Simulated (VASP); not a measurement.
# BAs (F-43m) in VASP: settings compared

The runs below take BAs through single point, with PBE, RPBE+D3(BJ), PBEsol+D4.

Everything below comes from runs of VASP 6.6.1. Logs are shortened: lines on timing, memory, paths and dates and some standing lists are left out, and cuts for length are marked.

**1. The cell of the first run**

The structure is cubic, space group F-43m (No. 216). The conventional cell has a = 4.777 Å, b = 4.777 Å, c = 4.777 Å, α = 90.00°, β = 90.00°, γ = 90.00°. Within 2.7 Å of As (site symmetry -43m) lie 4 B at 2.07 Å. Within 2.7 Å of B (site symmetry -43m) lie 4 As at 2.07 Å.

**2. Single point, PBE**

File INCAR:

```
  PREC = Accurate
  ENCUT = 500
  EDIFF = 1E-6
  ISMEAR = 0
  SIGMA = 0.01
  LREAL = False
  LASPH = True
  NELM = 120
  ALGO = Normal
  ISIF = 2
  LWAVE = False
  LCHARG = False
  GGA = PE
  NBANDS = 11
  GGA_COMPAT = False
```

File KPOINTS:

```
regular mesh
0
Gamma
  6 6 6
```

File POSCAR:

```
BAs
1.0
    0.0000000000      2.3885000000      2.3885000000
    2.3885000000      0.0000000000      2.3885000000
    2.3885000000      2.3885000000      0.0000000000
As B
1 1
Direct
    0.7500000000      0.7500000000      0.7500000000
    0.0000000000      0.0000000000      0.0000000000
```

Potentials or basis: VASP PAW PBE potentials, release 64 (As, B).

On the command line:

```sh
cat potpaw_PBE.64/As/POTCAR potpaw_PBE.64/B/POTCAR > POTCAR
mpirun -np 1 vasp_std > vasp.out
```

OUTCAR:

```text
PREC = Accurate
   ENCUT = 500
   EDIFF = 1E-6
   ISMEAR = 0
   LREAL = False
   LASPH = True
   NELM = 120
   ISIF = 2
   GGA = PE

 ion  position               nearest neighbor table
   1  0.750  0.750  0.750-   2 2.07   2 2.07   2 2.07   2 2.07
   2  0.000  0.000  0.000-   1 2.07   1 2.07   1 2.07   1 2.07

  LATTYP: Found a face centered cubic cell.
 ALAT       =     4.7770000000

  Lattice vectors:

 A1 = (   0.0000000000,   2.3885000000,   2.3885000000)
 A2 = (   2.3885000000,   0.0000000000,   2.3885000000)
 A3 = (   2.3885000000,   2.3885000000,   0.0000000000)

Analysis of symmetry for initial positions (statically):
=====================================================================
 Subroutine PRICEL returns:
 Original cell was already a primitive cell.

 Routine SETGRP: Setting up the symmetry group for a
 face centered cubic supercell.

 Subroutine GETGRP returns: Found 24 space group operations
 (whereof 24 operations were pure point group operations)
 out of a pool of 48 trial point group operations.

The static configuration has the point symmetry T_d .

Analysis of symmetry for dynamics (positions and initial velocities):
=====================================================================
 Subroutine PRICEL returns:
 Original cell was already a primitive cell.

 Routine SETGRP: Setting up the symmetry group for a
 face centered cubic supercell.

 Subroutine GETGRP returns: Found 24 space group operations
 (whereof 24 operations were pure point group operations)
 out of a pool of 48 trial point group operations.

The dynamic configuration has the point symmetry T_d .

 Subroutine INISYM returns: Found 24 space group operations
 (whereof 24 operations are pure point group operations),
 and found     1 'primitive' translations

----------------------------------------------------------------------------------------

                                     Primitive cell

  volume of cell :      27.2525

  direct lattice vectors                    reciprocal lattice vectors
     0.000000000  2.388500000  2.388500000    -0.209336404  0.209336404  0.209336404
     2.388500000  0.000000000  2.388500000     0.209336404 -0.209336404  0.209336404
     2.388500000  2.388500000  0.000000000     0.209336404  0.209336404 -0.209336404

  length of vectors
     3.377849094  3.377849094  3.377849094     0.362581287  0.362581287  0.362581287

  position of ions in fractional coordinates (direct lattice)
     0.750000000  0.750000000  0.750000000
     0.000000000  0.000000000  0.000000000

[... 76 lines left out ...]
   TEBEG  =    0.0;   TEEND  =   0.0 temperature during run
   PSTRESS=    0.0 pullay stress
   NELECT =       8.0000    total number of electrons
   NUPDOWN=      -1.0000    fix difference up-down
   EMIN   =  10.00;   EMAX   =-10.00  energy-range for DOS
   EFERMI =   0.00;   METHOD = LEGACY
   ISMEAR =     0;   SIGMA  =   0.01  broadening in eV -4-tet -1-fermi 0-gaus
   EFERMI_NEDOS =   21; number of points for ismear=-14 and -15
   IALGO  =     38    algorithm
   IMIX   =      4    mixing-type and parameters
     AMIX     =   0.40;   BMIX     =  1.00
     AMIX_MAG =   1.60;   BMIX_MAG =  1.00
  volume/ion in A,a.u.               =      13.63        91.95
  Fermi-wavevector in a.u.,A,eV,Ry     =   1.088018  2.056057 16.106360  1.183784
  Thomas-Fermi vector in A             =   2.224191
   LORBIT       =      0    0 simple, 1 ext, 2 COOP (PROOUT), +10 PAW based schemes
   GGA     = PE    functional components
   LHFCALC =     F    Hartree Fock is set to
   AEXX    =    0.0000 exact exchange contribution
   IVDW    =     0    specifies the selected vdW correction
   LEPSILON=     F    determine dielectric tensor
   LRPA    =     F    only Hartree local field effects (RPA)
 non-spin polarized calculation
 Gauss-broadening in eV      SIGMA  =   0.01
  energy-cutoff  :      500.00
  volume of cell :       27.25
 maximum number of plane-waves:       701
 NGX is ok and might be reduce to    28
   NGX = 13   NGY = 13   NGZ = 13

 number of electron       8.0000000 magnetization

 Free energy of the ion-electron system (eV)
  ---------------------------------------------------
  ext. energy  EPLUGINS =         0.00000000
  ---------------------------------------------------
  free energy    TOTEN  =       -11.38737028 eV

  energy without entropy =      -11.38737028  energy(sigma->0) =      -11.38737028

 E-fermi :   6.1782     XC(G=0): -10.5810

 val. band max:        6.1325602690   @ k =   0.0000   0.0000   0.0000
 cond. band min:       7.4050150928   @ k =   0.3333   0.3333   0.0000
 fundamental gap:      1.2724548238
 Fermi energy:         6.1782070242

 k-point     1 :       0.0000    0.0000    0.0000
  band No.  band energies     occupation
      1      -9.2706      2.00000
      2       6.1326      2.00000
      3       6.1326      2.00000
      4       6.1326      2.00000
      5       9.4064      0.00000
      6       9.4064      0.00000
      7       9.4064      0.00000
      8      10.8198      0.00000
      9      15.7143      0.00000
     10      19.0790      0.00000
     11      19.0790      0.00000
[... 197 lines left out ...]
 k-point    16 :      -0.3333    0.5000    0.1667
  band No.  band energies     occupation
      1      -4.9616      2.00000
      2      -2.0763      2.00000
      3       0.9765      2.00000
      4       1.1718      2.00000
      5       9.9022      0.00000
      6      10.1191      0.00000
      7      14.7769      0.00000
      8      15.0217      0.00000
      9      18.4396      0.00000
     10      21.7908      0.00000
     11      21.9615      0.00000

------------------------ aborting loop because EDIFF is reached ----------------------------------------

  FORCE on cell =-STRESS in cart. coord.  units (eV):
  Direction    XX          YY          ZZ          XY          YZ          ZX
  --------------------------------------------------------------------------------------
  -------------------------------------------------------------------------------------
  Total        0.5897247      0.5897247      0.5897247      0.0000000      0.0000000      0.0000000
  in kB       34.6700242     34.6700242     34.6700242      0.0000000      0.0000000      0.0000000
  external PRESSURE =      34.6700242 kB  Pullay stress =       0.0000000 kB

 VOLUME and BASIS-vectors are now :
 -----------------------------------------------------------------------------
  energy-cutoff  :      500.00
  volume of cell :       27.25
      direct lattice vectors                 reciprocal lattice vectors
     0.000000000  2.388500000  2.388500000    -0.209336404  0.209336404  0.209336404
     2.388500000  0.000000000  2.388500000     0.209336404 -0.209336404  0.209336404
     2.388500000  2.388500000  0.000000000     0.209336404  0.209336404 -0.209336404

 POSITION                                       TOTAL-FORCE (eV/Angst)
 -----------------------------------------------------------------------------------
      3.58275      3.58275      3.58275        -0.000000     -0.000000     -0.000000
      0.00000      0.00000      0.00000         0.000000      0.000000      0.000000
 -----------------------------------------------------------------------------------
    total drift:                                0.000000      0.000000      0.000000

  FREE ENERGIE OF THE ION-ELECTRON SYSTEM (eV)
  ---------------------------------------------------
  free  energy   TOTEN  =       -11.3873702842 eV

  energy  without entropy=      -11.3873702842  energy(sigma->0) =      -11.38737028
```

OSZICAR:

```text
N       E                     dE             d eps       ncg     rms          rms(c)
DAV:   1     0.112338661633E+02    0.11234E+02   -0.38124E+03   352   0.624E+02
DAV:   2    -0.113257902378E+02   -0.22560E+02   -0.21397E+02   516   0.996E+01
DAV:   3    -0.120298191893E+02   -0.70403E+00   -0.70165E+00   436   0.160E+01
DAV:   4    -0.120318440401E+02   -0.20249E-02   -0.20248E-02   396   0.952E-01
DAV:   5    -0.120318468417E+02   -0.28016E-05   -0.28016E-05   412   0.387E-02    0.494E+00
DAV:   6    -0.114539406045E+02    0.57791E+00   -0.15932E+00   376   0.513E+00    0.240E+00
DAV:   7    -0.113937498737E+02    0.60191E-01   -0.19378E-01   403   0.216E+00    0.988E-01
DAV:   8    -0.113868894089E+02    0.68605E-02   -0.20618E-02   394   0.816E-01    0.989E-02
DAV:   9    -0.113872036450E+02   -0.31424E-03   -0.78095E-04   400   0.161E-01    0.591E-02
DAV:  10    -0.113873643048E+02   -0.16066E-03   -0.19668E-04   372   0.857E-02    0.121E-02
DAV:  11    -0.113873701063E+02   -0.58015E-05   -0.52937E-06   420   0.155E-02    0.104E-02
DAV:  12    -0.113873702842E+02   -0.17788E-06   -0.27309E-06   382   0.904E-03
   1 F= -.11387370E+02 E0= -.11387370E+02  d E =-.699855E-13
```

Run time: 4.5 s. Hardware: 1 thread of Intel Xeon 6975P-C (Granite Rapids), shared host; peak memory 0.14 GiB.

What came out:

```yaml
Free_energy: -11.3874 eV
Pressure: 3.5 GPa
Band_gap_on_the_k_mesh: 1.27 eV, indirect (least direct gap 3.27 eV)
```

Levels at points of the mesh, in eV from the valence-band top:
```
           k point  band 2  band 3  band 4  band 5  band 6  band 7
(0.00, 0.00, 0.00)    0.00    0.00    0.00    3.27    3.27    3.27
(0.50, 0.00, 0.00)   -8.79   -1.82   -1.82    2.69    4.78    4.78
(0.50, 0.50, 0.00)   -8.53   -4.08   -4.08    1.42    1.44   11.37
```

**3. Single point, PBE**

File INCAR:

```
PREC = Accurate
ENCUT = 500
EDIFF = 1E-6
ISMEAR = -1
SIGMA = 0.02
LREAL = False
LASPH = True
NELM = 120
ALGO = Normal
ISIF = 2
LWAVE = False
LCHARG = True
GGA = PE
LELF = True
LVHAR = True
NBANDS = 11
GGA_COMPAT = False
```

File KPOINTS:

```
regular mesh
0
Gamma
  10 10 10
```

POSCAR is that of step 2.

Potentials or basis: VASP PAW PBE potentials, release 64 (As, B).

On the command line:

```sh
cat potpaw_PBE.64/As/POTCAR potpaw_PBE.64/B/POTCAR > POTCAR
mpirun -np 1 vasp_std > vasp.out
```

OUTCAR:

```text
PREC = Accurate
   ENCUT = 500
   EDIFF = 1E-6
   ISMEAR = -1
   LREAL = False
   LASPH = True
   NELM = 120
   ISIF = 2
   GGA = PE

 ion  position               nearest neighbor table
   1  0.750  0.750  0.750-   2 2.07   2 2.07   2 2.07   2 2.07
   2  0.000  0.000  0.000-   1 2.07   1 2.07   1 2.07   1 2.07

  LATTYP: Found a face centered cubic cell.
 ALAT       =     4.7770000000

  Lattice vectors:

 A1 = (   0.0000000000,   2.3885000000,   2.3885000000)
 A2 = (   2.3885000000,   0.0000000000,   2.3885000000)
 A3 = (   2.3885000000,   2.3885000000,   0.0000000000)
[... 512 lines left out ...]
      7      14.9621      0.00000
      8      15.1949      0.00000
      9      18.1797      0.00000
     10      21.9434      0.00000
     11      21.9979      0.00000

 [... further k-points ...]
[... 5 lines left out ...]
  --------------------------------------------------------------------------------------
  -------------------------------------------------------------------------------------
  Total        0.5832496      0.5832496      0.5832496      0.0000000     -0.0000000      0.0000000
  in kB       34.2893535     34.2893535     34.2893535      0.0000000     -0.0000000      0.0000000
  external PRESSURE =      34.2893535 kB  Pullay stress =       0.0000000 kB

 VOLUME and BASIS-vectors are now :
 -----------------------------------------------------------------------------
  energy-cutoff  :      500.00
  volume of cell :       27.25
      direct lattice vectors                 reciprocal lattice vectors
     0.000000000  2.388500000  2.388500000    -0.209336404  0.209336404  0.209336404
     2.388500000  0.000000000  2.388500000     0.209336404 -0.209336404  0.209336404
     2.388500000  2.388500000  0.000000000     0.209336404  0.209336404 -0.209336404

 POSITION                                       TOTAL-FORCE (eV/Angst)
 -----------------------------------------------------------------------------------
      3.58275      3.58275      3.58275         0.000000      0.000000     -0.000000
      0.00000      0.00000      0.00000        -0.000000     -0.000000      0.000000
 -----------------------------------------------------------------------------------
    total drift:                                0.000000      0.000000      0.000000

  FREE ENERGIE OF THE ION-ELECTRON SYSTEM (eV)
  ---------------------------------------------------
  free  energy   TOTEN  =       -11.4061303005 eV

  energy  without entropy=      -11.4061303005  energy(sigma->0) =      -11.40613030
```

stdout:

```text
POSCAR found type information on POSCAR AsB
 POSCAR found :  2 types and       2 ions
 scaLAPACK will be used
 LDA part: xc-table for (Slater+PW92), standard interpolation
 POSCAR, INCAR and KPOINTS ok, starting setup
 FFT: planning ... GRIDC
 FFT: planning ... GRID_SOFT
 FFT: planning ... GRID
 WAVECAR not read
 entering main loop
```

Wall time 8.3 s (1 thread of Intel Xeon 6975P-C (Granite Rapids), shared host); peak memory 0.15 GiB.

What came out:

| Quantity | Value |
| --- | --- |
| Free energy | -11.4061 eV |
| Pressure | 3.4 GPa |
| Band gap on the k mesh | 1.18 eV, indirect (least direct gap 3.28 eV) |

Levels at points of the mesh, in eV from the valence-band top:
```tsv
k point	band 1	band 2	band 3	band 4	band 5	band 6	band 7	band 8
(0.00, 0.00, 0.00)	-15.40	0.00	0.00	0.00	3.28	3.28	3.28	4.69
(0.50, 0.00, 0.00)	-12.53	-8.79	-1.82	-1.82	2.69	4.78	4.78	8.86
(0.50, 0.50, 0.00)	-11.21	-8.53	-4.08	-4.08	1.43	1.44	11.37	11.37
```

A k mesh can miss the band edges. Expect the measured gap to be larger: semilocal functionals such as PBE lack the derivative discontinuity.

[end of part 1 of 3]
